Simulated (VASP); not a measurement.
Here is a VASP 6.6.1 calculation.

INCAR

```
SYSTEM = Si5As3
ALGO = Normal ; EDIFF = 1E-7
ENCUT = 520 ; GGA = PE
ISIF = 2 ; ISMEAR = 0
LASPH = .True. ; LCHARG = .True.
LELF = .True. ; LREAL = .False.
LVHAR = .True. ; LWAVE = .False.
NBANDS = 28 ; NELM = 60
PREC = Accurate ; SIGMA = 0.1
```

File KPOINTS:

```
k-points
0
Gamma
  4 4 4
  0 0 0
```

POSCAR

```
Si5As3
1.0
   -3.3982476200      3.3982476200      3.3982476200
    3.3982476200     -3.3982476200      3.3982476200
    3.3982476200      3.3982476200     -3.3982476200
Si As
5 3
Direct
    0.5000000000      0.5000000000      0.5000000000
    0.0000000000      0.0000000000      0.5000000000
    0.0000000000      0.5000000000      0.0000000000
    0.5000000000      0.0000000000      0.0000000000
    0.0000000000      0.0000000000      0.0000000000
    0.0000000000      0.5000000000      0.5000000000
    0.5000000000      0.0000000000      0.5000000000
    0.5000000000      0.5000000000      0.0000000000
```

Potentials or basis: VASP PAW PBE potentials, release 64 (Si, As).

The run is started by

```console
$ cat potpaw_PBE.64/Si/POTCAR potpaw_PBE.64/As/POTCAR > POTCAR
$ mpirun -np 1 vasp_std > vasp.out
```

Q: Estimate the pressure.

A: -9.4 GPa.
